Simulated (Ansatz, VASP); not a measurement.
**Two plane-wave programs on PbO2**

The input INCAR:

```
SYSTEM = PbO2
ALGO = Normal
EDIFF = 1E-6
ENCUT = 600
GGA = PE
GGA_COMPAT = .FALSE.
ISIF = 2
ISMEAR = -1
IVDW = 13
LASPH = .TRUE.
LCHARG = .FALSE.
LORBIT = 11
LORBMOM = .TRUE.
LREAL = .FALSE.
LSORBIT = .TRUE.
LWAVE = .FALSE.
MAGMOM = 0 0 0 0 0 0 0 0 0
NBANDS = 39
NELM = 200
PREC = Accurate
SIGMA = 0.1
```

KPOINTS

```
k-points
0
G
  9 9 9
  0 0 0
```

File POSCAR:

```
PbO2
1.0
    0.0000000000      2.7019920000      2.7019920000
    2.7019920000      0.0000000000      2.7019920000
    2.7019920000      2.7019920000      0.0000000000
Pb O
1 2
Direct
    0.0000000000      0.0000000000      0.0000000000
    0.7500000000      0.7500000000      0.7500000000
    0.2500000000      0.2500000000      0.2500000000
```

The input input.yaml:

```yaml
crystal:
  lattice: { a: 5.403984, b: 5.403984, c: 5.403984, alpha: 90.0, beta: 90.0, gamma: 90.0 }
  space_group: 225
  reduce_to_primitive: true
  atoms:
    - { symbol: Pb, wyckoff: "4a", position: [0.0, 0.0, 0.0] }
    - { symbol: O, wyckoff: "8c", position: [0.25, 0.25, 0.75] }
hamiltonian:
  xc: pbe
  pseudopotentials: { kind: nc_fr, accuracy: standard }
  dispersion: d4
magnetization:
  noncollinear: true
  spin_orbit: true
kpoints:
  mp_grid: { grid: [9, 9, 9] }
scf:
  occupations: { method: fermi_dirac, width: 0.1 }
  n_extra_bands: 12
output:
  eigenvalues: true
  optics: { e_range: [0, 14], sigma: 0.05, nscf_kmesh: { grid: [12, 12, 12] } }
```

Alike in both runs: functional PBE; dispersion D4; k mesh 9 × 9 × 9; occupations fermi-dirac, width 0.1 eV; non-collinear spin, spin-orbit coupling.

```csv
,VASP,Ansatz
version,VASP 6.6.1,Ansatz 0.2.0
potentials or method,"VASP PAW PBE potentials, release 64 (Pb_d, O)",PseudoDojo standard (PBE files)
plane-wave cutoff (eV),600,1143
valence electrons in the cell,26,26
task,single point,optical spectrum
```

|  | VASP | Ansatz | Ansatz less VASP |
| --- | --- | --- | --- |
| net moment per atom (μB) | 0.00 | 0.00 | 0.000 |
